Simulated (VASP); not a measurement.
Write the native input for VASP 6.6.1 that does the following.

```
Task                   : single point
Functional             : b88 exchange, pbe correlation
Potentials or basis    : VASP PAW PBE potentials, release 64 (Fe)
Cutoff                 : 600 eV
k mesh                 : 13 × 13 × 13
Occupations            : fermi-dirac, width 0.05 eV
Spin                   : collinear spin, ferromagnetic start
Starting moments       : [3.0] μB
Dipole correction      : no
Further INCAR settings : ALGO = Normal; EDIFF = 1e-06; NBANDS = 14
```

The structure of Fe lies in POSCAR:

```
Fe
1.0
   -1.4619890197      1.4619890197      1.4619890197
    1.4619890197     -1.4619890197      1.4619890197
    1.4619890197      1.4619890197     -1.4619890197
Fe
1
Direct
    0.0000000000      0.0000000000      0.0000000000
```

The input as run:

INCAR

```
  PREC = Accurate
  ENCUT = 600
  EDIFF = 1E-6
  ISMEAR = -1
  SIGMA = 0.05
  LREAL = F
  LASPH = T
  NELM = 200
  ALGO = Normal
  ISIF = 2
  LWAVE = F
  LCHARG = T
  ISPIN = 2
  MAGMOM = 3
  LORBIT = 11
  LMAXMIX = 4
  GGA = LIBXC
  LIBXC1 = GGA_X_B88
  LIBXC2 = GGA_C_PBE
  LELF = T
  LVHAR = T
  NBANDS = 14
  GGA_COMPAT = F
```

KPOINTS

```
Automatic mesh
0
Gamma
  13 13 13
```

Potentials or basis: VASP PAW PBE potentials, release 64 (Fe).

Launch:

```console
$ cat potpaw_PBE.64/Fe/POTCAR > POTCAR
$ mpirun -np 1 vasp_std > vasp.out
```

It gave:

| Item | Value |
| --- | --- |
| Pressure | -12.9 GPa |
| Net moment | 2.43 μB per cell |
| Site moments | Fe +2.44 μB |
| Valence electrons inside the program's atomic spheres | Fe 7.09 |

Caveat: the cell stands under tension; the PAW data sets were made with another functional, which shifts forces and pressure a little.

It took 19 s on 1 thread of Intel(R) Xeon(R) 6975P-C (Granite Rapids), with other jobs on the host, peak memory 0.14 GiB.
